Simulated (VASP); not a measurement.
# CdF2 (Fm-3m) in VASP: notebook, part 2 of 2

VASP 6.6.1. Earlier steps stand in the parts before.

**3. Vibrations by perturbation theory, PBE**

Contents of INCAR:

```
PREC     = Accurate       # precision mode
ENCUT    = 520            # plane-wave cutoff, eV
EDIFF    = 1E-8           # SCF threshold, eV
ISMEAR   = 0              # smearing method
SIGMA    = 0.01           # smearing width, eV
LREAL    = False          # projectors in reciprocal space
LASPH    = True           # aspherical terms in the spheres
NELM     = 100            # most SCF steps
ALGO     = Normal         # electronic algorithm
ISIF     = 2              # what is computed and relaxed
LWAVE    = False          # write WAVECAR
LCHARG   = False          # write CHGCAR
GGA      = PE             # functional
NBANDS   = 20             # bands
IBRION   = 8              # ionic algorithm
NSW      = 1              # ionic steps
LEPSILON = True           # dielectric tensor by DFPT
```

Contents of KPOINTS:

```
Automatic mesh
0
Gamma
  8 8 8
```

Contents of POSCAR:

```
CdF2
1.0
    0.0000000000      2.7406778771      2.7406778771
    2.7406778771      0.0000000000      2.7406778771
    2.7406778771      2.7406778771      0.0000000000
Cd F
1 2
Direct
    0.5000000000      0.5000000000      0.5000000000
    0.2500000000      0.2500000000      0.2500000000
    0.7500000000      0.7500000000      0.7500000000
```

Potentials or basis: VASP PAW PBE potentials, release 64 (Cd, F).

Launch:

```
$ cat potpaw_PBE.64/Cd/POTCAR potpaw_PBE.64/F/POTCAR > POTCAR
$ mpirun -np 1 vasp_std > vasp.out
```

OUTCAR:

```text
PREC = Accurate
   ENCUT = 520
   EDIFF = 1E-8
   ISMEAR = 0
   LREAL = False
   LASPH = True
   NELM = 100
   ISIF = 2
   GGA = PE
   IBRION = 8
   NSW = 1
   LEPSILON = True

 ion  position               nearest neighbor table
   1  0.500  0.500  0.500-   2 2.37   3 2.37   2 2.37   2 2.37   2 2.37   3 2.37   3 2.37   3 2.37

   2  0.250  0.250  0.250-   1 2.37   1 2.37   1 2.37   1 2.37
   3  0.750  0.750  0.750-   1 2.37   1 2.37   1 2.37   1 2.37

  LATTYP: Found a face centered cubic cell.
 ALAT       =     5.4813557542

  Lattice vectors:

 A1 = (   0.0000000000,   2.7406778771,   2.7406778771)
 A2 = (   2.7406778771,   0.0000000000,   2.7406778771)
 A3 = (   2.7406778771,   2.7406778771,   0.0000000000)

Analysis of symmetry for initial positions (statically):
=====================================================================
 Subroutine PRICEL returns:
 Original cell was already a primitive cell.

 Routine SETGRP: Setting up the symmetry group for a
 face centered cubic supercell.

 Subroutine GETGRP returns: Found 48 space group operations
 (whereof 48 operations were pure point group operations)
 out of a pool of 48 trial point group operations.

The static configuration has the point symmetry O_h .

Analysis of symmetry for dynamics (positions and initial velocities):
=====================================================================
 Subroutine PRICEL returns:
 Original cell was already a primitive cell.

 Routine SETGRP: Setting up the symmetry group for a
 face centered cubic supercell.

 Subroutine GETGRP returns: Found 48 space group operations
 (whereof 48 operations were pure point group operations)
 out of a pool of 48 trial point group operations.

The dynamic configuration has the point symmetry O_h .

 Subroutine INISYM returns: Found 48 space group operations
 (whereof 48 operations are pure point group operations),
 and found     1 'primitive' translations

----------------------------------------------------------------------------------------

                                     Primitive cell

  volume of cell :      41.1722

  direct lattice vectors                    reciprocal lattice vectors
     0.000000000  2.740677877  2.740677877    -0.182436617  0.182436617  0.182436617
     2.740677877  0.000000000  2.740677877     0.182436617 -0.182436617  0.182436617
     2.740677877  2.740677877  0.000000000     0.182436617  0.182436617 -0.182436617

  length of vectors
     3.875903824  3.875903824  3.875903824     0.315989490  0.315989490  0.315989490

[... 760 lines left out ...]

 Free energy of the ion-electron system (eV)
  ---------------------------------------------------
  ---------------------------------------------------
  free energy    TOTEN  =        -0.53637859 eV

  energy without entropy =       -0.53637859

------------------------ aborting loop because EDIFF is reached ----------------------------------------

 INTERNAL STRAIN TENSOR  FOR ION    2  DIRECTION 1   (eV/Angst):
 -----------------------------------------------------------------------------
     0.00584  0.00000  0.00000
     0.00000 -0.00183  1.45901
     0.00000  1.45901 -0.00183

 MACROSCOPIC STATIC DIELECTRIC TENSOR (including local field effects in DFT)
 ------------------------------------------------------
           2.815963     0.000000     0.000000
           0.000000     2.815963    -0.000000
           0.000000    -0.000000     2.815963
 ------------------------------------------------------

 PIEZOELECTRIC TENSOR (including local field effects)  for field in x, y, z        (e  Angst)
          XX          YY          ZZ          XY          YZ          ZX
  --------------------------------------------------------------------------------
  x     0.00000     0.00000     0.00000     0.00000     0.00000     0.00000
  y     0.00000     0.00000     0.00000     0.00000     0.00000     0.00000
  z     0.00000     0.00000     0.00000     0.00000     0.00000     0.00000

 PIEZOELECTRIC TENSOR (including local field effects)  for field in x, y, z        (C/m^2)
          XX          YY          ZZ          XY          YZ          ZX
  --------------------------------------------------------------------------------
  x     0.00000     0.00000     0.00000     0.00000     0.00000     0.00000
  y     0.00000     0.00000     0.00000     0.00000     0.00000     0.00000
  z     0.00000     0.00000     0.00000     0.00000     0.00000     0.00000

 BORN EFFECTIVE CHARGES (including local field effects) (in |e|, cummulative output)
 ---------------------------------------------------------------------------------
 ion    1
    1     2.45188     0.00000     0.00000
    2     0.00000     2.45188     0.00000
    3     0.00000     0.00000     2.45188
 ion    2
    1    -1.22594     0.00000     0.00000
    2     0.00000    -1.22594     0.00000
    3     0.00000     0.00000    -1.22594
 ion    3
    1    -1.22594     0.00000     0.00000
    2     0.00000    -1.22594     0.00000
    3     0.00000     0.00000    -1.22594

 INTERNAL STRAIN TENSOR FOR ION    3 for displacements in x,y,z  (eV/Angst):
          X           Y           Z          XY          YZ          ZX
  --------------------------------------------------------------------------------
  x    -0.00000     0.00000     0.00000     0.00000    -1.45901     0.00000
  y    -0.00000    -0.00000    -0.00000     0.00000     0.00000    -1.45901
  z     0.00000     0.00000    -0.00000    -1.45901     0.00000     0.00000

 SECOND DERIVATIVES (NOT SYMMETRIZED)
 ------------------------------------
               1X          1Y          1Z          2X          2Y          2Z          3X          3Y          3Z
  1X    -4.386509    0.000000    0.000000    2.193254    0.000000    0.000000    2.193254    0.000000    0.000000
  1Y     0.000000   -4.386509    0.000000    0.000000    2.193254    0.000000    0.000000    2.193254    0.000000
  1Z     0.000000    0.000000   -4.386509    0.000000    0.000000    2.193254    0.000000    0.000000    2.193254
  2X     2.183652    0.000000    0.000000   -4.031425    0.000000    0.000000    1.847773    0.000000    0.000000
  2Y     0.000000    2.183652   -0.000000    0.000000   -4.031425    0.000000    0.000000    1.847773    0.000000
  2Z     0.000000   -0.000000    2.183652    0.000000    0.000000   -4.031425    0.000000    0.000000    1.847773
  3X     2.183652    0.000000    0.000000    1.847773    0.000000    0.000000   -4.031425    0.000000    0.000000
  3Y     0.000000    2.183652   -0.000000    0.000000    1.847773    0.000000    0.000000   -4.031425    0.000000
  3Z     0.000000   -0.000000    2.183652    0.000000    0.000000    1.847773    0.000000    0.000000   -4.031425

 Eigenvectors and eigenvalues of the dynamical matrix
 ----------------------------------------------------

   1 f  =    8.696727 THz    54.643147 2PiTHz  290.091588 cm-1    35.966757 meV
             X         Y         Z           dx          dy          dz
      2.740678  2.740678  2.740678    -0.000000   -0.000000    0.000000
      1.370339  1.370339  1.370339    -0.238027   -0.665840    0.000000
      4.111017  4.111017  4.111017     0.238027    0.665840   -0.000000
[... 43 lines left out ...]
   9 f/i=    0.005854 THz     0.036782 2PiTHz    0.195271 cm-1     0.024210 meV
             X         Y         Z           dx          dy          dz
      2.740678  2.740678  2.740678     0.642218    0.564698   -0.123375
      1.370339  1.370339  1.370339     0.264597    0.232659   -0.050831
      4.111017  4.111017  4.111017     0.264597    0.232659   -0.050831

--------------------------------------------------------------------------------------------------------

 MACROSCOPIC STATIC DIELECTRIC TENSOR IONIC CONTRIBUTION
 ------------------------------------------------------
           6.032187     0.000000     0.000000
           0.000000     6.032187    -0.000000
           0.000000    -0.000000     6.032187
 ------------------------------------------------------

 ELASTIC MODULI CONTR FROM IONIC RELAXATION (kBar)
 Direction    XX          YY          ZZ          XY          YZ          ZX
 --------------------------------------------------------------------------------
 XX          -0.0000      0.0000      0.0000      0.0000     -0.0000     -0.0000
 YY           0.0000     -0.0000     -0.0000      0.0000      0.0000     -0.0000
 ZZ           0.0000     -0.0000     -0.0000     -0.0000      0.0000     -0.0000
 XY           0.0000      0.0000     -0.0000    -28.1794      0.0000      0.0000
 YZ          -0.0000      0.0000      0.0000      0.0000    -28.1794      0.0000
 ZX          -0.0000     -0.0000     -0.0000      0.0000      0.0000    -28.1794
 --------------------------------------------------------------------------------

 PIEZOELECTRIC TENSOR IONIC CONTR  for field in x, y, z        (C/m^2)
          XX          YY          ZZ          XY          YZ          ZX
  --------------------------------------------------------------------------------
  x     0.00000     0.00000    -0.00000    -0.00000     0.00000     0.00000
  y     0.00000    -0.00000    -0.00000    -0.00000     0.00000    -0.00000
  z     0.00000    -0.00000    -0.00000    -0.00000     0.00000    -0.00000
```

It took 4.1 min on 1 thread of Intel Xeon 6975P-C (Granite Rapids), shared host; peak memory 0.37 GiB.

What came out:

* Electronic dielectric tensor (diagonal): 2.82
* Born charges (mean of the diagonal): Cd +2.45; F -1.23 e
* Highest phonon frequency at Γ, LO-TO splitting left out: 290 cm⁻¹

Phonon frequencies in cm⁻¹ (negative: imaginary):
```
              q point                    frequencies
(0.000, 0.000, 0.000)  0 0 0 205 205 205 290 290 290
```

Electronic dielectric tensor:
```
2.82 0.00 0.00
0.00 2.82 0.00
0.00 0.00 2.82
```

Born effective charge tensors (e):
atom 1, Cd
```
2.45 0.00 0.00
0.00 2.45 0.00
0.00 0.00 2.45
```
atom 2, F
```
-1.23  0.00  0.00
 0.00 -1.23  0.00
 0.00  0.00 -1.23
```
atom 3, F
```
-1.23  0.00  0.00
 0.00 -1.23  0.00
 0.00  0.00 -1.23
```
